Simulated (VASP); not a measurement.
Wanted: the native input for a VASP 6.6.1 run.

```
Task                   : single point
Functional             : PBEsol
Potentials or basis    : VASP PAW PBE potentials, release 64 (P)
Cutoff                 : 500 eV
k mesh                 : 24 × 24 × 24
Occupations            : gaussian, width 0.1 eV
Spin                   : no spin polarisation
Dipole correction      : no
Further INCAR settings : ALGO = Normal; EDIFF = 1e-06; NBANDS = 8
```

The structure of P lies in POSCAR:

```
P
1.0
   -1.2982579615      1.2982579615      1.2982579615
    1.2982579615     -1.2982579615      1.2982579615
    1.2982579615      1.2982579615     -1.2982579615
P
1
Direct
    0.0000000000      0.0000000000      0.0000000000
```

This isn't the form of P at room conditions, which is orthorhombic.

The input as run:

INCAR

```
PREC = Accurate
ENCUT = 500
EDIFF = 1E-6
ISMEAR = 0
SIGMA = 0.1
LREAL = False
LASPH = True
NELM = 120
ALGO = Normal
ISIF = 2
LWAVE = False
LCHARG = False
GGA = PS
NBANDS = 8
GGA_COMPAT = False
```

KPOINTS

```
Automatic mesh
0
Gamma
  24 24 24
```

Potentials or basis: VASP PAW PBE potentials, release 64 (P).

The run is started by

```sh
$ cat potpaw_PBE.64/P/POTCAR > POTCAR
$ mpirun -np 1 vasp_std > vasp.out
```

Results of the run:

The pressure is 120.0 GPa. The band gap on the k mesh is zero (an odd number of electrons rules out a gap without spin polarisation).

Caveat: the cell stands under pressure; the PAW data sets were made with another functional, which shifts forces and pressure a little; an odd number of electrons without spin polarisation forces a metal; a magnetic or distorted state may lie lower.

It took 16 s on 1 thread of Intel(R) Xeon(R) Platinum 8375C CPU @ 2.90GHz (Ice Lake), with other jobs on the host, peak memory 0.12 GiB.
